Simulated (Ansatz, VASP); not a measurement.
## RbCl in VASP and in Ansatz

```
Rb Cl
1.0
     0.00000    3.29219    3.29219
     3.29219    0.00000    3.29219
     3.29219    3.29219    0.00000
Rb Cl
1 1
Direct
  0.00000 0.00000 0.00000
  0.50000 0.50000 0.50000
```

Change from the starting cell: volume scaled by 0.95, PAW files.

Alike in both runs: task electric field gradients; functional PBE; k mesh 10 × 10 × 10; occupations fermi-dirac, width 0.05 eV; no spin polarisation.

|  | VASP | Ansatz |
| --- | --- | --- |
| version | VASP 6.6.1 | Ansatz 0.2.0 |
| potentials or method | VASP PAW PBE potentials, release 64 (Rb_sv, Cl) | PAW with Ansatz's default frozen-core files, scalar-relativistic |
| plane-wave cutoff (eV) | 400 | 420 |
| valence electrons in the cell | 16 | 16 |

|  | VASP | Ansatz | Ansatz less VASP |
| --- | --- | --- | --- |
| gap on the k mesh at the Fermi level (eV) | 4.99 | 5.00 | +0.004 |
| pressure (GPa) | 0.8 | 0.8 | 0.00 |

With one functional, cell and mesh, what is left measures potentials, basis and numerics.
